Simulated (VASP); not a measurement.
# Li (P1) in VASP: notebook, part 2 of 2

VASP 6.6.1. The steps go on from the part before.

## (3) Single point, PBE

File INCAR:

```
SYSTEM = Li
  PREC = Accurate
  ENCUT = 520
  EDIFF = 1E-6
  ISMEAR = -1
  SIGMA = 0.11
  LREAL = Auto
  LASPH = .TRUE.
  NELM = 100
  ALGO = Normal
  ISIF = 2
  LWAVE = .FALSE.
  LCHARG = .FALSE.
  GGA = PE
  NBANDS = 38
```

File KPOINTS:

```
Automatic mesh
0
G
  2 2 2
  0 0 0
```

File POSCAR:

```
Li
1.0
    7.3128730000      0.0000000000      0.0000000000
    0.0000000000      7.3128730000      0.0000000000
    0.0000000000      0.0000000000      7.3128730000
Li
16
Direct
    0.1068663438      0.0616994169      0.1000564347
    0.5627063399      0.0294549078     -0.0308497085
   -0.0505820353      0.4924056523      0.1195015967
    0.1276105848     -0.0387535788      0.5095534956
    0.2684170777      0.1951626946      0.3271764736
    0.4766799588      0.4736852397      0.0246414781
    0.4931167272      0.0107208207      0.5631165754
    0.8158216340      0.0871340170      0.2996086490
   -0.0280464326      0.3136523771      0.4640583803
    0.2169325243      0.6531495898      0.4040682780
    0.2390989150      0.3258500455      0.7634619116
    0.5659882238      0.4136814628      0.4697469791
    0.7534795148      0.8024342827      0.1900621001
    0.8362513611      0.2214177656      0.8080545088
    0.2073056650      0.7153412893      0.8021334433
    0.7666207249      0.7638584726      0.6847240476
```

Potentials or basis: VASP PAW PBE potentials, release 64 (Li_sv).

On the command line:

```sh
> cat potpaw_PBE.64/Li_sv/POTCAR > POTCAR
> mpirun -np 1 vasp_std > vasp.out
```

OUTCAR:

```text
SYSTEM = Li
   PREC = Accurate
   ENCUT = 520
   EDIFF = 1E-6
   ISMEAR = -1
   LREAL = Auto
   LASPH = .TRUE.
   NELM = 100
   ISIF = 2
   GGA = PE

 ion  position               nearest neighbor table
   1  0.107  0.062  0.100-   5 2.26   8 2.59
   2  0.563  0.029  0.969-
   3  0.949  0.492  0.120-
   4  0.128  0.961  0.510-   5 2.40  10 2.47
   5  0.268  0.195  0.327-   1 2.26   4 2.40   9 2.54
   6  0.477  0.474  0.025-
   7  0.493  0.011  0.563-
   8  0.816  0.087  0.300-  13 2.28   9 2.34   1 2.59
   9  0.972  0.314  0.464-   8 2.34   5 2.54
  10  0.217  0.653  0.404-   4 2.47
  11  0.239  0.326  0.763-
  12  0.566  0.414  0.470-
  13  0.753  0.802  0.190-   8 2.28
  14  0.836  0.221  0.808-
  15  0.207  0.715  0.802-
  16  0.767  0.764  0.685-

  LATTYP: Found a simple cubic cell.
 ALAT       =     7.3128730000

  Lattice vectors:

 A1 = (   7.3128730000,   0.0000000000,   0.0000000000)
 A2 = (   0.0000000000,   7.3128730000,   0.0000000000)
 A3 = (   0.0000000000,   0.0000000000,   7.3128730000)

Analysis of symmetry for initial positions (statically):
=====================================================================
 Subroutine PRICEL returns:
 Original cell was already a primitive cell.

 Routine SETGRP: Setting up the symmetry group for a
 simple cubic supercell.

 Subroutine GETGRP returns: Found  1 space group operations
 (whereof  1 operations were pure point group operations)
 out of a pool of 48 trial point group operations.

The static configuration has the point symmetry C_1 .

Analysis of symmetry for dynamics (positions and initial velocities):
=====================================================================
 Subroutine PRICEL returns:
 Original cell was already a primitive cell.

 Routine SETGRP: Setting up the symmetry group for a
 simple cubic supercell.

 Subroutine GETGRP returns: Found  1 space group operations
 (whereof  1 operations were pure point group operations)
 out of a pool of 48 trial point group operations.

The dynamic configuration has the point symmetry C_1 .

 Subroutine INISYM returns: Found  1 space group operations
 (whereof  1 operations are pure point group operations),
 and found     1 'primitive' translations

----------------------------------------------------------------------------------------

                                     Primitive cell

  volume of cell :     391.0786

  direct lattice vectors                    reciprocal lattice vectors
     7.312873000  0.000000000  0.000000000     0.136745162  0.000000000  0.000000000
     0.000000000  7.312873000  0.000000000     0.000000000  0.136745162  0.000000000
     0.000000000  0.000000000  7.312873000     0.000000000  0.000000000  0.136745162

  length of vectors
     7.312873000  7.312873000  7.312873000     0.136745162  0.136745162  0.136745162

  position of ions in fractional coordinates (direct lattice)
     0.106866344  0.061699417  0.100056435
     0.562706340  0.029454908  0.969150291
     0.949417965  0.492405652  0.119501597
[... 56 lines left out ...]

 Found      8 irreducible k-points:

 Following reciprocal coordinates:
            Coordinates               Weight
  0.000000  0.000000  0.000000      1.000000
  0.500000  0.000000  0.000000      1.000000
  0.000000  0.500000  0.000000      1.000000
  0.000000  0.000000  0.500000      1.000000
  0.500000  0.500000  0.000000      1.000000
  0.000000  0.500000  0.500000      1.000000
  0.500000  0.000000  0.500000      1.000000
  0.500000  0.500000  0.500000      1.000000
   k-points           NKPTS =      8   k-points in BZ     NKDIM =      8   number of bands    NBANDS=     38
   number of dos      NEDOS =    301   number of ions     NIONS =     16
   total plane-waves  NPLWV = 157464
   dimension x,y,z NGX =    54 NGY =   54 NGZ =   54
   dimension x,y,z NGXF=   108 NGYF=  108 NGZF=  108
   ions per type =              16
   NGX,Y,Z   is equivalent  to a cutoff of  12.28, 12.28, 12.28 a.u.
   NGXF,Y,Z  is equivalent  to a cutoff of  24.55, 24.55, 24.55 a.u.
 SYSTEM =  Li
   PREC   = accura    normal or accurate (medium, high low for compatibility)
   ISTART =      0    job   : 0-new  1-cont  2-samecut
   ICHARG =      2    charge: 1-file 2-atom 10-const
   ISPIN  =      1    spin polarized calculation?
   LNONCOLLINEAR =      F non collinear calculations
   LSORBIT =      F    spin-orbit coupling
   LASPH  =      T    aspherical Exc in radial PAW
   ENCUT  =  520.0 eV  38.22 Ry    6.18 a.u.  13.60 13.60 13.60*2*pi/ulx,y,z
   NELM   =    100;   NELMIN=  2; NELMDL= -5     # of ELM steps
   EDIFF  = 0.1E-05   stopping-criterion for ELM
   LREAL  =      T    real-space projection
   EDIFFG = 0.1E-04   stopping-criterion for IOM
   NSW    =      0    number of steps for IOM
   IBRION =     -1    ionic relax: 0-MD 1-quasi-New 2-CG
   NFREE  =      0    steps in history (QN), initial steepest desc. (CG)
   ISIF   =      2    stress and relaxation
   ISYM   =      2    0-nonsym 1-usesym 2-fastsym
   POTIM  = 0.5000    time-step for ionic-motion
   TEBEG  =    0.0;   TEEND  =   0.0 temperature during run
   PSTRESS=    0.0 pullay stress
   NELECT =      48.0000    total number of electrons
   NUPDOWN=      -1.0000    fix difference up-down
   EMIN   =  10.00;   EMAX   =-10.00  energy-range for DOS
   EFERMI =   0.00;   METHOD = LEGACY
   ISMEAR =    -1;   SIGMA  =   0.11  broadening in eV -4-tet -1-fermi 0-gaus
   EFERMI_NEDOS =   21; number of points for ismear=-14 and -15
   IALGO  =     38    algorithm
   IMIX   =      4    mixing-type and parameters
     AMIX     =   0.40;   BMIX     =  1.00
     AMIX_MAG =   1.60;   BMIX_MAG =  1.00
  volume/ion in A,a.u.               =      24.44       164.95
  Fermi-wavevector in a.u.,A,eV,Ry     =   0.813581  1.537444  9.005877  0.661913
  Thomas-Fermi vector in A             =   1.923332
   LORBIT       =      0    0 simple, 1 ext, 2 COOP (PROOUT), +10 PAW based schemes
   GGA     = PE    functional components
   LHFCALC =     F    Hartree Fock is set to
   AEXX    =    0.0000 exact exchange contribution
   IVDW    =     0    specifies the selected vdW correction
   LEPSILON=     F    determine dielectric tensor
   LRPA    =     F    only Hartree local field effects (RPA)
 non-spin polarized calculation
  energy-cutoff  :      520.00
  volume of cell :      391.08
 maximum number of plane-waves:     10568
   NGX = 27   NGY = 27   NGZ = 27

 number of electron      47.9999992 magnetization

 Free energy of the ion-electron system (eV)
  ---------------------------------------------------
  ext. energy  EPLUGINS =         0.00000000
  ---------------------------------------------------
  free energy    TOTEN  =       -27.25963128 eV

  energy without entropy =      -26.91832969  energy(sigma->0) =      -27.08898048

 E-fermi :  -0.0345     XC(G=0):  -6.5537

 val. band max:       -0.0505632142   @ k =   0.0000   0.5000   0.0000
 cond. band min:      -0.0038829317   @ k =   0.5000   0.0000   0.5000
 fundamental gap:      0.0466802825
 Fermi energy:        -0.0345472006

 k-point     1 :       0.0000    0.0000    0.0000
  band No.  band energies     occupation
      1     -47.2324      2.00000
      2     -47.2156      2.00000
      3     -47.1960      2.00000
      4     -47.1122      2.00000
      5     -46.9671      2.00000
      6     -46.9645      2.00000
[... 301 lines left out ...]
     35       2.8765      0.00000
     36       2.9460      0.00000
 [bands above 36 left out]

------------------------ aborting loop because EDIFF is reached ----------------------------------------

  FORCE on cell =-STRESS in cart. coord.  units (eV):
  Direction    XX          YY          ZZ          XY          YZ          ZX
  --------------------------------------------------------------------------------------
  -------------------------------------------------------------------------------------
  Total       -1.7322839      0.0815102     -1.7656981      0.6460545      1.0767768      1.7486705
  in kB       -7.0968490      0.3339324     -7.2337407      2.6467666      4.4113568      7.1639819
  external PRESSURE =      -4.6655524 kB  Pullay stress =       0.0000000 kB

 VOLUME and BASIS-vectors are now :
 -----------------------------------------------------------------------------
  energy-cutoff  :      520.00
  volume of cell :      391.08
      direct lattice vectors                 reciprocal lattice vectors
     7.312873000  0.000000000  0.000000000     0.136745162  0.000000000  0.000000000
     0.000000000  7.312873000  0.000000000     0.000000000  0.136745162  0.000000000
     0.000000000  0.000000000  7.312873000     0.000000000  0.000000000  0.136745162

 POSITION                                       TOTAL-FORCE (eV/Angst)
 -----------------------------------------------------------------------------------
      0.78150      0.45120      0.73170        -0.197000     -0.468007     -0.897033
      4.11500      0.21540      7.08727        -0.524461      0.090629      0.078847
      6.94297      3.60090      0.87390         0.213733     -0.304499     -0.204446
      0.93320      7.02947      3.72630        -0.760379      0.092758      0.528024
      1.96290      1.42720      2.39260         0.861524      0.794528     -0.159071
      3.48590      3.46400      0.18020         0.222073     -0.030312      0.230250
[... 8 lines left out ...]
      1.51600      5.23120      5.86590         0.011790      0.172146      0.242351
      5.60620      5.58600      5.00730         0.247098     -0.190017      0.052012
 -----------------------------------------------------------------------------------
    total drift:                               -0.008147      0.000642      0.007658

  FREE ENERGIE OF THE ION-ELECTRON SYSTEM (eV)
  ---------------------------------------------------
  free  energy   TOTEN  =       -27.2596312822 eV

  energy  without entropy=      -26.9183296870  energy(sigma->0) =      -27.08898048
```

Wall time 66 s (1 thread of Intel Xeon 6975P-C (Granite Rapids), shared host); peak memory 0.37 GiB.

Results:

- Free energy: -27.2596 eV
- Largest force: 1.183 eV/Å
- Band gap on the k mesh: zero (band 24 reaches 0.45 eV, above the bottom of band 25 at -0.30 eV)

Forces in eV/Å, atoms in the order of the input:
```
Li  -0.197 -0.468 -0.897
Li  -0.524  0.091  0.079
Li   0.214 -0.304 -0.204
Li  -0.760  0.093  0.528
Li   0.862  0.795 -0.159
Li   0.222 -0.030  0.230
Li   0.163 -0.004  0.014
Li  -0.487  0.507  0.148
Li   0.051  0.748  0.404
Li   0.178 -0.359 -0.380
Li   0.027 -0.349 -0.224
Li   0.093  0.109  0.096
Li  -0.127 -0.759  0.081
Li   0.026 -0.051 -0.009
Li   0.012  0.172  0.242
Li   0.247 -0.190  0.052
```

Caveat: the k points lie up to 0.43 Å⁻¹ apart; the cutoff is under 1.25 times the usual one of these potentials, so pressure, stress and relaxed cells hold a basis-set (Pulay) error; forces of over 1 eV/Å act on the atoms, so gaps and moduli don't describe the material at rest.
